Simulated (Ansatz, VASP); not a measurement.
**One calculation of Si2Ge3, two programs**

```
Si Ge
1.0
     1.46122    0.84364   11.93080
    -1.46122    0.84364   11.93080
     0.00000   -1.68727   11.93080
Si Ge
2 3
Direct
  0.30000 0.30000 0.30000
  0.70000 0.70000 0.70000
  0.90000 0.90000 0.90000
  0.50000 0.50000 0.50000
  0.10000 0.10000 0.10000
```

Alike in both runs: task single point; functional PBE; k mesh 6 × 6 × 6; occupations gaussian, width 0.1 eV; no spin polarisation.

```csv
,VASP,Ansatz
version,VASP 6.6.1,Ansatz 0.2.0
potentials or method,"VASP PAW PBE potentials, release 64 (Si, Ge_d), cutoff 520 eV","scalar-relativistic, plane waves, PAW"
valence electrons in the cell,50,50
```

|  | VASP | Ansatz | Ansatz less VASP |
| --- | --- | --- | --- |
| gap on the k mesh at the Fermi level (eV) | none | none | - |
| pressure (GPa) | 1.4 | 1.4 | -0.02 |
| traceless stress, the component that is largest in VASP (GPa) | -1.13 | -1.13 | +0.007 |
| rms of the force components (eV/Å) | 0.204 | 0.202 | -0.0014 |

Atom by atom the forces differ by 0.001 eV/Å (rms over components). A gap of «none» marks a metal or a gap that the smearing closes. The functional is the same, so the differences come from potentials, cutoffs and numerics.

The k mesh is coarse, so the values compare programs but aren't converged.
